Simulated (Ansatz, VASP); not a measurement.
# Two plane-wave programs on AlN

```xyz
2
Lattice="0.0000 2.0055 2.0055 2.0055 0.0000 2.0055 2.0055 2.0055 0.0000" Properties=species:S:1:pos:R:3 pbc="T T T"
Al    2.0055    2.0055    2.0055
N     0.0000    0.0000    0.0000
```

Alike in both runs: task single point; functional LDA; k mesh 10 × 10 × 10; occupations gaussian, width 0.02 eV; no spin polarisation.

|  | VASP | Ansatz |
| --- | --- | --- |
| version | VASP 6.6.1 | Ansatz 0.2.0 |
| potentials or method | VASP PAW LDA potentials, release 64 (Al, N), cutoff 600 eV | scalar-relativistic, plane waves, PAW |
| valence electrons in the cell | 8 | 8 |

Ansatz gave:

- gap on the k mesh at the Fermi level (eV): 4.71
- least direct gap on the mesh (eV): 6.10
- pressure (GPa): 0.0

Estimate VASP's values.

gap on the k mesh at the Fermi level (eV): 4.69; least direct gap on the mesh (eV): 6.12; pressure (GPa): 0.5.

LDA's correlation is that of Perdew and Zunger in VASP and of Perdew and Wang (1992) in Ansatz.
